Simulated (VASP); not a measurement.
# Li (R-3m) in VASP: a series of runs, part 2 of 2

VASP 6.6.1. The steps go on from the part before.

## 4. Single point, PBEsol (zz strain of -1 %)

The input, INCAR:

```
SYSTEM = Li
ALGO     = Normal         ! electronic algorithm
EDIFF    = 1E-6           ! SCF threshold, eV
ENCUT    = 520            ! plane-wave cutoff, eV
GGA      = PS             ! functional
ISIF     = 2              ! what is computed and relaxed
ISMEAR   = -1             ! smearing method
LASPH    = .TRUE.         ! aspherical terms in the spheres
LCHARG   = .FALSE.        ! write CHGCAR
LREAL    = .FALSE.        ! projectors in reciprocal space
LWAVE    = .FALSE.        ! write WAVECAR
NBANDS   = 12             ! bands
NELM     = 60             ! most SCF steps
PREC     = Accurate       ! precision mode
SIGMA    = 0.05           ! smearing width, eV
```

The input, KPOINTS:

```
k-points
0
G
  12 12 12
  0 0 0
```

The input, POSCAR:

```
Li
1.0
    1.5504989657      0.8951809952      7.5124170000
   -1.5504989657      0.8951809952      7.5124170000
    0.0000000000     -1.7903619905      7.5124170000
Li
3
Direct
    0.0000000000      0.0000000000      0.0000000000
    0.2220000000      0.2220000000      0.2220000000
    0.7780000000      0.7780000000      0.7780000000
```

Potentials or basis: VASP PAW PBE potentials, release 64 (Li_sv).

Started as:

```
cat potpaw_PBE.64/Li_sv/POTCAR > POTCAR
mpirun -np 1 vasp_std > vasp.out
```

OUTCAR:

```text
SYSTEM = Li
   EDIFF = 1E-6
   ENCUT = 520
   GGA = PS
   ISIF = 2
   ISMEAR = -1
   LASPH = .TRUE.
   LREAL = .FALSE.
   NELM = 60
   PREC = Accurate

 ion  position               nearest neighbor table
   1  0.000  0.000  0.000-
   2  0.222  0.222  0.222-
   3  0.778  0.778  0.778-

  LATTYP: Found a trigonal (rhomboedric) cell.
 ALAT       =     7.7228107085
 COS(alpha) =     0.9193838271

  Lattice vectors:

 A1 = (   1.5504989657,   0.8951809952,   7.5124170000)
 A2 = (  -1.5504989657,   0.8951809952,   7.5124170000)
 A3 = (   0.0000000000,  -1.7903619905,   7.5124170000)

Analysis of symmetry for initial positions (statically):
=====================================================================
 Subroutine PRICEL returns:
 Original cell was already a primitive cell.

 Routine SETGRP: Setting up the symmetry group for a
 trigonal (rhombohedral) supercell.

 Subroutine GETGRP returns: Found 12 space group operations
 (whereof 12 operations were pure point group operations)
 out of a pool of 12 trial point group operations.

The static configuration has the point symmetry D_3d.

Analysis of symmetry for dynamics (positions and initial velocities):
=====================================================================
 Subroutine PRICEL returns:
 Original cell was already a primitive cell.

 Routine SETGRP: Setting up the symmetry group for a
 trigonal (rhombohedral) supercell.

 Subroutine GETGRP returns: Found 12 space group operations
 (whereof 12 operations were pure point group operations)
 out of a pool of 12 trial point group operations.

The dynamic configuration has the point symmetry D_3d.

 Subroutine INISYM returns: Found 12 space group operations
 (whereof 12 operations are pure point group operations),
 and found     1 'primitive' translations

----------------------------------------------------------------------------------------

                                     Primitive cell

  volume of cell :      62.5624

  direct lattice vectors                    reciprocal lattice vectors
     1.550498966  0.895180995  7.512417000     0.322476836  0.186182088  0.044370984
    -1.550498966  0.895180995  7.512417000    -0.322476836  0.186182088  0.044370984
     0.000000000 -1.790361990  7.512417000     0.000000000 -0.372364176  0.044370984

  length of vectors
     7.722810708  7.722810708  7.722810708     0.374998485  0.374998485  0.374998485

  position of ions in fractional coordinates (direct lattice)
     0.000000000  0.000000000  0.000000000
     0.222000000  0.222000000  0.222000000
     0.778000000  0.778000000  0.778000000

  ion indices of the primitive-cell ions
   primitive index   ion index
                 1           1
                 2           2
                 3           3

----------------------------------------------------------------------------------------

 KPOINTS: k-points

Automatic generation of k-mesh.
 Grid dimensions read from file:
 generate k-points for:   12   12   12

 Generating k-lattice:

  Cartesian coordinates                     Fractional coordinates (reciprocal lattice)
[... 40 lines left out ...]
 -0.416667  0.166667 -0.000000     12.000000
 [... further k-points ...]
   k-points           NKPTS =    189   k-points in BZ     NKDIM =    189   number of bands    NBANDS=     12
   number of dos      NEDOS =    301   number of ions     NIONS =      3
   total plane-waves  NPLWV = 216000
   dimension x,y,z NGX =    60 NGY =   60 NGZ =   60
   dimension x,y,z NGXF=   120 NGYF=  120 NGZF=  120
   ions per type =               3
   NGX,Y,Z   is equivalent  to a cutoff of  12.92, 12.92, 12.92 a.u.
   NGXF,Y,Z  is equivalent  to a cutoff of  25.83, 25.83, 25.83 a.u.
 SYSTEM =  Li
   PREC   = accura    normal or accurate (medium, high low for compatibility)
   ISTART =      0    job   : 0-new  1-cont  2-samecut
   ICHARG =      2    charge: 1-file 2-atom 10-const
   ISPIN  =      1    spin polarized calculation?
   LNONCOLLINEAR =      F non collinear calculations
   LSORBIT =      F    spin-orbit coupling
   LASPH  =      T    aspherical Exc in radial PAW
   ENCUT  =  520.0 eV  38.22 Ry    6.18 a.u.  14.36 14.36 14.36*2*pi/ulx,y,z
   NELM   =     60;   NELMIN=  2; NELMDL= -5     # of ELM steps
   EDIFF  = 0.1E-05   stopping-criterion for ELM
   LREAL  =      F    real-space projection
   EDIFFG = 0.1E-04   stopping-criterion for IOM
   NSW    =      0    number of steps for IOM
   IBRION =     -1    ionic relax: 0-MD 1-quasi-New 2-CG
   NFREE  =      0    steps in history (QN), initial steepest desc. (CG)
   ISIF   =      2    stress and relaxation
   ISYM   =      2    0-nonsym 1-usesym 2-fastsym
   POTIM  = 0.5000    time-step for ionic-motion
   TEBEG  =    0.0;   TEEND  =   0.0 temperature during run
   PSTRESS=    0.0 pullay stress
   NELECT =       9.0000    total number of electrons
   NUPDOWN=      -1.0000    fix difference up-down
   EMIN   =  10.00;   EMAX   =-10.00  energy-range for DOS
   EFERMI =   0.00;   METHOD = LEGACY
   ISMEAR =    -1;   SIGMA  =   0.05  broadening in eV -4-tet -1-fermi 0-gaus
   EFERMI_NEDOS =   21; number of points for ismear=-14 and -15
   IALGO  =     38    algorithm
   IMIX   =      4    mixing-type and parameters
     AMIX     =   0.40;   BMIX     =  1.00
     AMIX_MAG =   1.60;   BMIX_MAG =  1.00
  volume/ion in A,a.u.               =      20.85       140.73
  Fermi-wavevector in a.u.,A,eV,Ry     =   0.857797  1.621001 10.011383  0.735816
  Thomas-Fermi vector in A             =   1.974905
   LORBIT       =      0    0 simple, 1 ext, 2 COOP (PROOUT), +10 PAW based schemes
   GGA     = PS    functional components
   LHFCALC =     F    Hartree Fock is set to
   AEXX    =    0.0000 exact exchange contribution
   IVDW    =     0    specifies the selected vdW correction
   LEPSILON=     F    determine dielectric tensor
   LRPA    =     F    only Hartree local field effects (RPA)
 non-spin polarized calculation
  energy-cutoff  :      520.00
  volume of cell :       62.56
 maximum number of plane-waves:      1700
 NGX is ok and might be reduce to    60
   NGX = 29   NGY = 29   NGZ = 29

 number of electron       9.0000010 magnetization

 Free energy of the ion-electron system (eV)
  ---------------------------------------------------
  ext. energy  EPLUGINS =         0.00000000
  ---------------------------------------------------
  free energy    TOTEN  =        -5.90984876 eV

  energy without entropy =       -5.89916330  energy(sigma->0) =       -5.90450603

 E-fermi :   0.5293     XC(G=0):  -6.9487

 val. band max:        0.5237051807   @ k =  -0.1667   0.1667   0.1667
 cond. band min:       0.5398098974   @ k =  -0.2500   0.3333   0.2500
 fundamental gap:      0.0161047168
 Fermi energy:         0.5292785961

 k-point     1 :       0.0000    0.0000    0.0000
  band No.  band energies     occupation
      1     -45.4144      2.00000
      2     -45.4010      2.00000
      3     -45.3959      2.00000
      4      -2.9691      2.00000
      5      -1.0019      2.00000
      6      -1.0018      2.00000
      7       6.2459      0.00000
      8       6.2716      0.00000
      9      13.0088      0.00000
     10      13.0088      0.00000
     11      13.1529      0.00000
     12      13.1529      0.00000
[... 331 lines left out ...]
 k-point    24 :      -0.4167    0.1667   -0.0000
  band No.  band energies     occupation
      1     -45.3993      2.00000
      2     -45.3898      2.00000
      3     -45.3879      2.00000
      4       0.8920      0.00141
      5       1.6766      0.00000
      6       1.9772      0.00000
      7       4.1143      0.00000
      8       4.3668      0.00000
      9       4.9708      0.00000
     10       6.8066      0.00000
     11       7.3375      0.00000
     12       9.0747      0.00000

 [... further k-points ...]

------------------------ aborting loop because EDIFF is reached ----------------------------------------

  FORCE on cell =-STRESS in cart. coord.  units (eV):
  Direction    XX          YY          ZZ          XY          YZ          ZX
  --------------------------------------------------------------------------------------
  -------------------------------------------------------------------------------------
  Total       -0.1858067     -0.1858067     -0.2068166      0.0000000      0.0000000      0.0000000
  in kB       -4.7583748     -4.7583748     -5.2964231      0.0000000      0.0000000      0.0000000
  external PRESSURE =      -4.9377242 kB  Pullay stress =       0.0000000 kB

 VOLUME and BASIS-vectors are now :
 -----------------------------------------------------------------------------
  energy-cutoff  :      520.00
  volume of cell :       62.56
      direct lattice vectors                 reciprocal lattice vectors
     1.550498966  0.895180995  7.512417000     0.322476836  0.186182088  0.044370984
    -1.550498966  0.895180995  7.512417000    -0.322476836  0.186182088  0.044370984
     0.000000000 -1.790361990  7.512417000     0.000000000 -0.372364176  0.044370984

 POSITION                                       TOTAL-FORCE (eV/Angst)
 -----------------------------------------------------------------------------------
      0.00000      0.00000      0.00000         0.000000     -0.000000      0.000000
      0.00000     -0.00000      5.00327         0.000000     -0.000000      0.009473
      0.00000     -0.00000     17.53398         0.000000      0.000000     -0.009473
 -----------------------------------------------------------------------------------
    total drift:                               -0.000000     -0.000000      0.000000

  FREE ENERGIE OF THE ION-ELECTRON SYSTEM (eV)
  ---------------------------------------------------
  free  energy   TOTEN  =        -5.9098487567 eV

  energy  without entropy=       -5.8991633021  energy(sigma->0) =       -5.90450603
```

It took 6.3 min on 1 thread of AMD EPYC 9R45 (Zen 5), shared host; peak memory 0.47 GiB.

What came out:

| Item | Value |
| --- | --- |
| Free energy | -5.9098 eV |
| Largest force | 0.009 eV/Å |
| Band gap on the k mesh | zero (an odd number of electrons rules out a gap without spin polarisation) |

Forces on the atoms (eV/Å):
```
Li   0.000  0.000  0.000
Li   0.000  0.000  0.009
Li   0.000  0.000 -0.009
```

Levels at points of the mesh, in eV from the Fermi level:
| k point | band 3 | band 4 | band 5 | band 6 | band 7 | band 8 |
| --- | --- | --- | --- | --- | --- | --- |
| (0.00, 0.00, 0.00) | -45.93 | -3.50 | -1.53 | -1.53 | 5.72 | 5.74 |
| (0.50, 0.00, 0.00) | -45.92 | -0.06 | 0.81 | 1.04 | 3.66 | 3.80 |
| (0.50, 0.50, 0.00) | -45.92 | 0.24 | 0.33 | 1.15 | 3.15 | 4.37 |
| (0.50, 0.50, 0.50) | -45.92 | -3.00 | -3.00 | 0.07 | 2.95 | 10.52 |

Caveat: the cell differs from its parent crystal (zz strain of -1 %); the cutoff is under 1.25 times the usual one of these potentials, so pressure, stress and relaxed cells hold a basis-set (Pulay) error; the PAW data sets were made with another functional, which shifts forces and pressure a little.

## 5. Single point, PBEsol (zz strain of +2 %)

The input, INCAR:

```
ALGO = Normal
EDIFF = 1E-6
ENCUT = 520
GGA = PS
ISIF = 2
ISMEAR = -1
LASPH = True
LCHARG = False
LREAL = False
LWAVE = False
NBANDS = 12
NELM = 100
PREC = Accurate
SIGMA = 0.05
```

The input, KPOINTS:

```
k-points
0
Gamma
  12 12 12
```

The input, POSCAR:

```
Li
1.0
    1.5504989657      0.8951809952      7.7400660000
   -1.5504989657      0.8951809952      7.7400660000
    0.0000000000     -1.7903619905      7.7400660000
Li
3
Direct
    0.0000000000      0.0000000000      0.0000000000
    0.2220000000      0.2220000000      0.2220000000
    0.7780000000      0.7780000000      0.7780000000
```

Potentials or basis: VASP PAW PBE potentials, release 64 (Li_sv).

Started as:

```
cat potpaw_PBE.64/Li_sv/POTCAR > POTCAR
mpirun -np 1 vasp_std > vasp.out
```

OUTCAR:

```text
EDIFF = 1E-6
   ENCUT = 520
   GGA = PS
   ISIF = 2
   ISMEAR = -1
   LASPH = True
   LREAL = False
   NELM = 100
   PREC = Accurate

 ion  position               nearest neighbor table
   1  0.000  0.000  0.000-
   2  0.222  0.222  0.222-
   3  0.778  0.778  0.778-

  LATTYP: Found a trigonal (rhomboedric) cell.
 ALAT       =     7.9444331290
 COS(alpha) =     0.9238189192

  Lattice vectors:

 A1 = (   1.5504989657,   0.8951809952,   7.7400660000)
 A2 = (  -1.5504989657,   0.8951809952,   7.7400660000)
 A3 = (   0.0000000000,  -1.7903619905,   7.7400660000)

Analysis of symmetry for initial positions (statically):
=====================================================================
 Subroutine PRICEL returns:
 Original cell was already a primitive cell.

 Routine SETGRP: Setting up the symmetry group for a
 trigonal (rhombohedral) supercell.

 Subroutine GETGRP returns: Found 12 space group operations
 (whereof 12 operations were pure point group operations)
 out of a pool of 12 trial point group operations.

[... 176 lines left out ...]
      5      -1.1429      2.00000
      6      -1.1416      2.00000
      7       5.6854      0.00000
      8       5.7114      0.00000
      9      12.9947      0.00000
     10      12.9947      0.00000
     11      13.1197      0.00000
     12      13.1197      0.00000
[... 331 lines left out ...]
 k-point    24 :      -0.4167    0.1667   -0.0000
  band No.  band energies     occupation
      1     -45.5327      2.00000
      2     -45.5239      2.00000
      3     -45.5223      2.00000
      4       0.8806      0.00034
      5       1.6322      0.00000
      6       1.9113      0.00000
      7       4.0176      0.00000
      8       4.2252      0.00000
      9       4.8218      0.00000
     10       6.6626      0.00000
     11       7.2076      0.00000
     12       8.6521      0.00000

 [... further k-points ...]

------------------------ aborting loop because EDIFF is reached ----------------------------------------

  FORCE on cell =-STRESS in cart. coord.  units (eV):
  Direction    XX          YY          ZZ          XY          YZ          ZX
  --------------------------------------------------------------------------------------
  -------------------------------------------------------------------------------------
  Total       -0.2430162     -0.2430162     -0.5242745      0.0000000      0.0000000      0.0000000
  in kB       -6.0404249     -6.0404249    -13.0313992      0.0000000      0.0000000      0.0000000
  external PRESSURE =      -8.3707497 kB  Pullay stress =       0.0000000 kB

 VOLUME and BASIS-vectors are now :
 -----------------------------------------------------------------------------
  energy-cutoff  :      520.00
  volume of cell :       64.46
      direct lattice vectors                 reciprocal lattice vectors
     1.550498966  0.895180995  7.740066000     0.322476836  0.186182088  0.043065955
    -1.550498966  0.895180995  7.740066000    -0.322476836  0.186182088  0.043065955
     0.000000000 -1.790361990  7.740066000     0.000000000 -0.372364176  0.043065955

 POSITION                                       TOTAL-FORCE (eV/Angst)
 -----------------------------------------------------------------------------------
      0.00000      0.00000      0.00000         0.000000      0.000000      0.000000
      0.00000     -0.00000      5.15488         0.000000     -0.000000      0.008263
      0.00000     -0.00000     18.06531         0.000000      0.000000     -0.008263
 -----------------------------------------------------------------------------------
    total drift:                               -0.000000     -0.000000      0.000000

  FREE ENERGIE OF THE ION-ELECTRON SYSTEM (eV)
  ---------------------------------------------------
  free  energy   TOTEN  =        -5.9003436370 eV

  energy  without entropy=       -5.8879103947  energy(sigma->0) =       -5.89412702
```

OSZICAR:

```text
N       E                     dE             d eps       ncg     rms          rms(c)
DAV:   1     0.256664425112E+02    0.25666E+02   -0.35134E+03  4536   0.654E+02
DAV:   2     0.226382853795E-01   -0.25644E+02   -0.24876E+02  5328   0.150E+02
DAV:   3    -0.580822646997E+01   -0.58309E+01   -0.57816E+01  8616   0.375E+01
DAV:   4    -0.590609619666E+01   -0.97870E-01   -0.97804E-01  6024   0.830E+00
DAV:   5    -0.590846291466E+01   -0.23667E-02   -0.23666E-02  7148   0.104E+00    0.673E-01
DAV:   6    -0.590292056738E+01    0.55423E-02   -0.22656E-03  7776   0.244E-01    0.379E-01
DAV:   7    -0.590025324241E+01    0.26673E-02   -0.34067E-03  7636   0.332E-01    0.327E-02
DAV:   8    -0.590034620534E+01   -0.92963E-04   -0.11371E-03  6500   0.182E-01    0.345E-02
DAV:   9    -0.590036250027E+01   -0.16295E-04   -0.63028E-05  7620   0.528E-02    0.488E-02
DAV:  10    -0.590034369458E+01    0.18806E-04   -0.32420E-05  8124   0.369E-02    0.222E-03
DAV:  11    -0.590034363700E+01    0.57577E-07   -0.18283E-06  4780   0.102E-02
   1 F= -.59003436E+01 E0= -.58941270E+01  d E =-.124332E-01
```

stdout:

```text
POSCAR found type information on POSCAR Li
 POSCAR found :  1 types and       3 ions
 scaLAPACK will be used
 -----------------------------------------------------------------------------
|                                                                             |
|                                                                             |
|     You enforced a specific xc type in the INCAR file but a different       |
|     I HOPE YOU KNOW WHAT YOU ARE DOING!                                     |
|                                                                             |
 -----------------------------------------------------------------------------

 LDA part: xc-table for (Slater+PW92), standard interpolation
 POSCAR, INCAR and KPOINTS ok, starting setup
 FFT: planning ... GRIDC
 FFT: planning ... GRID_SOFT
 FFT: planning ... GRID
 WAVECAR not read
 entering main loop
```

Wall time 6.7 min (1 thread of AMD EPYC 9R45 (Zen 5), shared host); peak memory 0.47 GiB.

What came out:

* Free energy: -5.9003 eV
* Largest force: 0.008 eV/Å
* Band gap on the k mesh: zero (an odd number of electrons rules out a gap without spin polarisation)

Forces on the atoms (eV/Å):
```
Li   0.000  0.000  0.000
Li   0.000  0.000  0.008
Li   0.000  0.000 -0.008
```

Levels at points of the mesh, in eV from the Fermi level:
```csv
k point,band 1,band 2,band 3,band 4,band 5,band 6,band 7,band 8,band 9,band 10
"(0.00, 0.00, 0.00)",-45.99,-45.98,-45.98,-3.46,-1.59,-1.59,5.24,5.26,12.55,12.55
"(0.50, 0.00, 0.00)",-45.98,-45.97,-45.97,0.01,0.85,1.06,3.61,3.72,4.32,8.00
"(0.50, 0.50, 0.00)",-45.98,-45.97,-45.97,0.29,0.38,1.17,3.12,4.26,5.31,6.42
"(0.50, 0.50, 0.50)",-45.99,-45.99,-45.98,-2.99,-2.98,-0.07,2.63,9.78,9.82,12.26
```

Caveat: the cell differs from its parent crystal (zz strain of +2 %); the cutoff is under 1.25 times the usual one of these potentials, so pressure, stress and relaxed cells hold a basis-set (Pulay) error; the PAW data sets were made with another functional, which shifts forces and pressure a little.

## 6. Overview

```csv
cell,gap on the mesh (eV),largest force (eV/Å)
"a = 8.018 Å, angles 22.3°, 3 atoms",none,0.01
"a = 7.575 Å, angles 23.6°, 3 atoms",none,0.01
"a = 7.723 Å, angles 23.2°, 3 atoms",none,0.01
"a = 7.944 Å, angles 22.5°, 3 atoms",none,0.01
```

Alike in all rows: task single point; level PBEsol; potentials or basis VASP PAW PBE potentials, release 64 (Li_sv); no spin polarisation; k mesh 12 × 12 × 12; cutoff (eV) 520; smearing fermi-dirac 0.05 eV.

Caveats: the cutoff is under 1.25 times the usual one of these potentials, so pressure, stress and relaxed cells hold a basis-set (Pulay) error; the PAW data sets were made with another functional, which shifts forces and pressure a little.

Absolute energies hang on the potentials; compare differences alone.

The gap in the log of VASP goes by the Fermi energy; the results here count the filled bands.